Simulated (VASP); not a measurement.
Input of a VASP 6.6.1 run:

File INCAR:

```
SYSTEM = Ti
PREC = Accurate
ENCUT = 500
EDIFF = 1E-6
ISMEAR = 1
SIGMA = 0.2
LREAL = .False.
LASPH = .True.
NELM = 120
ALGO = Normal
ISIF = 2
LWAVE = .False.
LCHARG = .False.
GGA = RP
NBANDS = 19
GGA_COMPAT = .False.
```

Contents of KPOINTS:

```
Automatic mesh
0
Gamma
  10 10 6
  0 0 0
```

Contents of POSCAR:

```
Ti
1.0
    2.9680039152      0.0000000000      0.0000000000
   -1.4840019576      2.5703667891      0.0000000000
    0.0000000000      0.0000000000      4.6907348485
Ti
2
Direct
    0.6666666667      0.3333333333      0.7500000000
    0.3333333333      0.6666666667      0.2500000000
```

Potentials or basis: VASP PAW PBE potentials, release 64 (Ti_sv).

Command:

```console
$ cat potpaw_PBE.64/Ti_sv/POTCAR > POTCAR
$ mpirun -np 1 vasp_std > vasp.out
```

(1) Predict the band gap on the k mesh.

(2) Estimate the pressure.

Answers

(1) zero (band 12 reaches 8.91 eV, above the bottom of band 13 at 7.89 eV).

(2) -0.3 GPa.

Caveat: the PAW data sets were made with another functional, which shifts forces and pressure a little.
